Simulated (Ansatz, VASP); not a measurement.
Tl: VASP beside Ansatz

```
Tl
1.0
     3.08086   -1.81722    0.04233
     3.08086    1.81722    0.04233
    -1.98306    0.00000    8.38665
Tl
3
Direct
  0.00000 0.00000 0.00000
  0.22369 0.22369 0.66311
  0.77631 0.77631 0.33689
```

Alike in both runs: functional PBE; k mesh 14 × 14 × 6; occupations gaussian, width 0.1 eV; no spin polarisation.

Ansatz relaxed the structure, and its values are those at the end. VASP's run is a single point on that final structure, the one shown.

```csv
,VASP,Ansatz
version,VASP 6.6.1,Ansatz 0.2.0
potentials or method,"VASP PAW PBE potentials, release 64 (Tl_d), cutoff 520 eV","scalar-relativistic, plane waves, PAW"
valence electrons in the cell,39,39
```

|  | VASP | Ansatz | Ansatz less VASP |
| --- | --- | --- | --- |
| gap on the k mesh at the Fermi level (eV) | none | none | - |
| pressure (GPa) | -0.1 | 0.0 | +0.06 |

A gap of «none» marks a metal or a gap that the smearing closes.

Neither program's run includes spin-orbit coupling.
